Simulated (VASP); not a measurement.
Here is a VASP 6.6.1 calculation.

The input POSCAR:

```
BP
1.0
    0.0000000000      2.2116077945      2.2116077945
    2.2116077945      0.0000000000      2.2116077945
    2.2116077945      2.2116077945      0.0000000000
B P
1 1
Direct
    0.0000000000      0.0000000000      0.0000000000
    0.2500000000      0.2500000000      0.2500000000
```

Contents of INCAR.step1:

```
PREC = Accurate
ENCUT = 520
ISMEAR = 0
SIGMA = 0.01
LREAL = F
LASPH = T
NELM = 80
NBANDS = 11
GGA = PE
ALGO = Normal
EDIFF = 1E-4
LWAVE = T
LCHARG = F
```

INCAR.step2

```
PREC = Accurate
ENCUT = 520
EDIFF = 1E-6
ISMEAR = 0
SIGMA = 0.01
LREAL = F
LASPH = T
NELM = 80
ALGO = Normal
ISIF = 2
LWAVE = F
LCHARG = T
METAGGA = R2SCAN
LMIXTAU = T
LELF = T
LVHAR = T
NBANDS = 11
ISTART = 1
```

KPOINTS

```
Automatic mesh
0
Gamma
  10 10 10
```

Potentials or basis: VASP PAW PBE potentials, release 64 (B, P).

Launch:

```console
$ cat potpaw_PBE.64/B/POTCAR potpaw_PBE.64/P/POTCAR > POTCAR
$ cp INCAR.step1 INCAR
$ mpirun -np 1 vasp_std > vasp.out
$ cp INCAR.step2 INCAR
$ mpirun -np 1 vasp_std > vasp.out
```

What does it give for the band gap on the k mesh?

1.34 eV, indirect (least direct gap 3.77 eV).

Estimate the pressure.

14.2 GPa.

Caveat: the cell differs from its parent crystal (strain -2.5%); the PAW data sets were made with another functional, which shifts forces and pressure a little. A k mesh can miss the band edges.
